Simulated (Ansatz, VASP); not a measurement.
**SnSe2 in VASP and in Ansatz**

```xyz
3
Lattice="3.8110 0.0000 0.0000 -1.9055 3.3004 0.0000 0.0000 0.0000 6.1370" Properties=species:S:1:pos:R:3 pbc="T T T"
Sn    0.0000    0.0000    0.0000
Se    0.0000    1.9850    1.3841
Se    1.9055    0.8848    4.4526
```

Change from the starting cell: all Se atoms moved +0.263 Å, as atom 2 towards its neighbour atom 1 (Sn) at 2.682 Å.

Alike in both runs: task single point; functional PBEsol; k mesh 12 × 12 × 6; occupations gaussian, width 0.05 eV; no spin polarisation.

```csv
,VASP,Ansatz
version,VASP 6.6.1,Ansatz 0.2.0
potentials or method,"VASP PAW PBE potentials, release 64 (Sn_d, Se), cutoff 520 eV","scalar-relativistic, plane waves, PAW"
valence electrons in the cell,26,46
```

Ansatz gave:

| Item | Value |
| --- | --- |
| gap on the k mesh at the Fermi level (eV) | 0.25 |
| least direct gap on the mesh (eV) | 0.50 |
| pressure (GPa) | 4.1 |
| traceless stress, the component that is largest in VASP (GPa) | 3.53 |
| rms of the force components (eV/Å) | 1.388 |

Problem. Which values does VASP return?

Solution. gap on the k mesh at the Fermi level (eV): 0.24; least direct gap on the mesh (eV): 0.49; pressure (GPa): 4.2; traceless stress, the component that is largest in VASP (GPa): 3.53; rms of the force components (eV/Å): 1.396.

VASP's potentials were made for PBE, not for PBEsol. Atom by atom the forces differ by 0.012 eV/Å (rms over components). VASP's potentials hold 26 valence electrons a cell and Ansatz's 46, so a difference there can come from the potentials and not from the codes.
